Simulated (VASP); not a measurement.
# C (Im-3m) in VASP: further runs, part 2 of 2

VASP 6.6.1. Earlier steps stand in the parts before.

## 4. Single point, PBE

This run uses another cell than the first one, of 6.69 Å³/atom, 1.087 times its volume.

INCAR

```
SYSTEM = C
PREC = Accurate
ENCUT = 520
EDIFF = 1E-6
ISMEAR = -1
SIGMA = 0.1
LREAL = .False.
LASPH = .True.
NELM = 60
ALGO = Normal
ISIF = 2
LWAVE = .False.
LCHARG = .False.
GGA = PE
NBANDS = 8
```

KPOINTS

```
regular mesh
0
Gamma
  21 21 21
  0 0 0
```

POSCAR

```
C
1.0
   -1.1871780774      1.1871780774      1.1871780774
    1.1871780774     -1.1871780774      1.1871780774
    1.1871780774      1.1871780774     -1.1871780774
C
1
Direct
    0.0000000000      0.0000000000      0.0000000000
```

The run is started by

```
> cat potpaw_PBE.64/C/POTCAR > POTCAR
> mpirun -np 1 vasp_std > vasp.out
```

Run time: 4.1 s. Hardware: 1 thread of Intel Xeon Platinum 8488C (Sapphire Rapids), shared host; peak memory 0.11 GiB.

It converged, with:

```yaml
Free_energy: -4.8803 eV
Pressure: -0.3 GPa
Band_gap_on_the_k_mesh: zero (band 2 reaches 17.53 eV, above the bottom of band 3 at 3.44 eV)
```

Levels at points of the mesh, in eV from the Fermi level:
| k point | band 1 | band 2 | band 3 | band 4 | band 5 | band 6 | band 7 |
| --- | --- | --- | --- | --- | --- | --- | --- |
| (0.00, 0.00, 0.00) | -19.58 | 9.06 | 9.06 | 9.06 | 33.21 | 33.21 | 33.21 |

## 5. Single point, PBE (volume scaled by 1.04)

INCAR

```
SYSTEM = C
PREC     = Accurate       ! precision mode
ENCUT    = 520            ! plane-wave cutoff, eV
EDIFF    = 1E-6           ! SCF threshold, eV
ISMEAR   = -1             ! smearing method
SIGMA    = 0.1            ! smearing width, eV
LREAL    = .FALSE.        ! projectors in reciprocal space
LASPH    = .TRUE.         ! aspherical terms in the spheres
NELM     = 80             ! most SCF steps
ALGO     = Normal         ! electronic algorithm
ISIF     = 2              ! what is computed and relaxed
LWAVE    = .FALSE.        ! write WAVECAR
LCHARG   = .FALSE.        ! write CHGCAR
GGA      = PE             ! functional
NBANDS   = 8              ! bands
```

KPOINTS

```
Automatic mesh
0
G
  21 21 21
  0 0 0
```

POSCAR

```
C
1.0
   -1.2028006331      1.2028006331      1.2028006331
    1.2028006331     -1.2028006331      1.2028006331
    1.2028006331      1.2028006331     -1.2028006331
C
1
Direct
    0.0000000000      0.0000000000      0.0000000000
```

Potentials or basis: VASP PAW PBE potentials, release 64 (C).

The run is started by

```
> cat potpaw_PBE.64/C/POTCAR > POTCAR
> mpirun -np 1 vasp_std > vasp.out
```

OUTCAR:

```text
SYSTEM = C
   PREC = Accurate
   ENCUT = 520
   EDIFF = 1E-6
   ISMEAR = -1
   LREAL = .FALSE.
   LASPH = .TRUE.
   NELM = 80
   ISIF = 2
   GGA = PE

 ion  position               nearest neighbor table
   1  0.000  0.000  0.000-

  LATTYP: Found a body centered cubic cell.
 ALAT       =     2.4056012662

  Lattice vectors:

 A1 = (  -1.2028006331,   1.2028006331,   1.2028006331)
 A2 = (   1.2028006331,  -1.2028006331,   1.2028006331)
 A3 = (   1.2028006331,   1.2028006331,  -1.2028006331)

Analysis of symmetry for initial positions (statically):
=====================================================================
 Subroutine PRICEL returns:
 Original cell was already a primitive cell.

 Routine SETGRP: Setting up the symmetry group for a
 body centered cubic supercell.

 Subroutine GETGRP returns: Found 48 space group operations
 (whereof 48 operations were pure point group operations)
 out of a pool of 48 trial point group operations.

The static configuration has the point symmetry O_h .

Analysis of symmetry for dynamics (positions and initial velocities):
=====================================================================
 Subroutine PRICEL returns:
 Original cell was already a primitive cell.

 Routine SETGRP: Setting up the symmetry group for a
 body centered cubic supercell.

 Subroutine GETGRP returns: Found 48 space group operations
 (whereof 48 operations were pure point group operations)
 out of a pool of 48 trial point group operations.

The dynamic configuration has the point symmetry O_h .

 Subroutine INISYM returns: Found 48 space group operations
 (whereof 48 operations are pure point group operations),
 and found     1 'primitive' translations

----------------------------------------------------------------------------------------
[... 108 lines left out ...]
   IALGO  =     38    algorithm
   IMIX   =      4    mixing-type and parameters
     AMIX     =   0.40;   BMIX     =  1.00
     AMIX_MAG =   1.60;   BMIX_MAG =  1.00
  volume/ion in A,a.u.               =       6.96        46.97
  Fermi-wavevector in a.u.,A,eV,Ry     =   1.361072  2.572054 25.205033  1.852518
  Thomas-Fermi vector in A             =   2.487680
   LORBIT       =      0    0 simple, 1 ext, 2 COOP (PROOUT), +10 PAW based schemes
   GGA     = PE    functional components
   LHFCALC =     F    Hartree Fock is set to
   AEXX    =    0.0000 exact exchange contribution
   IVDW    =     0    specifies the selected vdW correction
   LEPSILON=     F    determine dielectric tensor
   LRPA    =     F    only Hartree local field effects (RPA)
 non-spin polarized calculation
  energy-cutoff  :      520.00
  volume of cell :        6.96
 maximum number of plane-waves:       201
   NGX =  7   NGY =  7   NGZ =  7

 number of electron       4.0000000 magnetization

 Free energy of the ion-electron system (eV)
  ---------------------------------------------------
  ext. energy  EPLUGINS =         0.00000000
  ---------------------------------------------------
  free energy    TOTEN  =        -4.87430517 eV

  energy without entropy =       -4.86183601  energy(sigma->0) =       -4.86807059

 E-fermi :   7.9359     XC(G=0): -12.9256

 val. band max:        7.8872177166   @ k =  -0.4286  -0.4286   0.0952
 cond. band min:       7.9378323883   @ k =  -0.2857   0.4762   0.0476
 fundamental gap:      0.0506146716
 Fermi energy:         7.9359081848

 k-point     1 :       0.0000    0.0000    0.0000
  band No.  band energies     occupation
      1     -11.1259      2.00000
      2      16.6378      0.00000
      3      16.6378      0.00000
      4      16.6378      0.00000
      5      40.5366      0.00000
      6      40.5366      0.00000
      7      40.5366      0.00000
      8      41.9005      0.00000
[... 243 lines left out ...]
 k-point    24 :       0.1905    0.0952    0.0000
  band No.  band energies     occupation
      1      -8.3720      2.00000
      2      11.0674      0.00000
      3      13.6214      0.00000
      4      15.5538      0.00000
      5      32.2022      0.00000
      6      33.6302      0.00000
      7      40.9998      0.00000
      8      42.3706      0.00000

 [... further k-points ...]

------------------------ aborting loop because EDIFF is reached ----------------------------------------

  FORCE on cell =-STRESS in cart. coord.  units (eV):
  Direction    XX          YY          ZZ          XY          YZ          ZX
  --------------------------------------------------------------------------------------
  -------------------------------------------------------------------------------------
  Total       -0.3004070     -0.3004070     -0.3004070     -0.0000000      0.0000000      0.0000000
  in kB      -69.1480060    -69.1480060    -69.1480060     -0.0000000      0.0000000      0.0000000
  external PRESSURE =     -69.1480060 kB  Pullay stress =       0.0000000 kB

 VOLUME and BASIS-vectors are now :
 -----------------------------------------------------------------------------
  energy-cutoff  :      520.00
  volume of cell :        6.96
      direct lattice vectors                 reciprocal lattice vectors
    -1.202800633  1.202800633  1.202800633     0.000000000  0.415696489  0.415696489
     1.202800633 -1.202800633  1.202800633     0.415696489  0.000000000  0.415696489
     1.202800633  1.202800633 -1.202800633     0.415696489  0.415696489  0.000000000

 POSITION                                       TOTAL-FORCE (eV/Angst)
 -----------------------------------------------------------------------------------
      0.00000      0.00000      0.00000         0.000000     -0.000000      0.000000
 -----------------------------------------------------------------------------------
    total drift:                               -0.000000     -0.000000      0.000000

  FREE ENERGIE OF THE ION-ELECTRON SYSTEM (eV)
  ---------------------------------------------------
  free  energy   TOTEN  =        -4.8743051742 eV

  energy  without entropy=       -4.8618360074  energy(sigma->0) =       -4.86807059
```

OSZICAR:

```text
N       E                     dE             d eps       ncg     rms          rms(c)
DAV:   1    -0.345700397181E+01   -0.34570E+01   -0.23411E+03  5160   0.478E+02
DAV:   2    -0.486674467965E+01   -0.14097E+01   -0.12808E+01  6016   0.263E+01
DAV:   3    -0.487118634566E+01   -0.44417E-02   -0.44407E-02  5304   0.158E+00
DAV:   4    -0.487118732003E+01   -0.97437E-06   -0.97430E-06  6392   0.225E-02
DAV:   5    -0.487118731988E+01    0.14637E-09   -0.10339E-09  5424   0.132E-04    0.906E-01
DAV:   6    -0.487289837838E+01   -0.17111E-02   -0.98251E-04  5280   0.200E-01    0.530E-01
DAV:   7    -0.487428700786E+01   -0.13886E-02   -0.18524E-03  5504   0.284E-01    0.366E-02
DAV:   8    -0.487430525237E+01   -0.18245E-04   -0.39877E-05  5440   0.469E-02    0.440E-03
DAV:   9    -0.487430517423E+01    0.78140E-07   -0.19099E-07  3416   0.380E-03
   1 F= -.48743052E+01 E0= -.48680706E+01  d E =-.124692E-01
```

stdout:

```text
POSCAR found type information on POSCAR C
 POSCAR found :  1 types and       1 ions
 scaLAPACK will be used
 LDA part: xc-table for (Slater+PW92), standard interpolation
 POSCAR, INCAR and KPOINTS ok, starting setup
 FFT: planning ... GRIDC
 FFT: planning ... GRID_SOFT
 FFT: planning ... GRID
 WAVECAR not read
 entering main loop
```

It took 6.2 s on 1 thread of Intel Xeon Platinum 8488C (Sapphire Rapids), shared host; peak memory 0.11 GiB.

Results:

* Free energy: -4.8743 eV
* Pressure: -6.9 GPa
* Band gap on the k mesh: zero (band 2 reaches 16.64 eV, above the bottom of band 3 at 3.16 eV)

Caveat: the cell differs from its parent crystal (volume scaled by 1.04).

## 6. The runs side by side

```tsv
cell	gap on the mesh (eV)	pressure (GPa)
a = 2.000 Å, angles 109.5°, 1 atom	none	18.1
a = 2.028 Å, angles 109.5°, 1 atom	none	7.9
a = 2.056 Å, angles 109.5°, 1 atom	none	-0.3
a = 2.083 Å, angles 109.5°, 1 atom	none	-6.9
```

Alike in all rows: task single point; level PBE; potentials or basis VASP PAW PBE potentials, release 64 (C); no spin polarisation; k mesh 21 × 21 × 21; cutoff (eV) 520; smearing fermi-dirac 0.1 eV.

Total energies depend on the potentials used, so only differences within one code and one set of settings carry meaning.
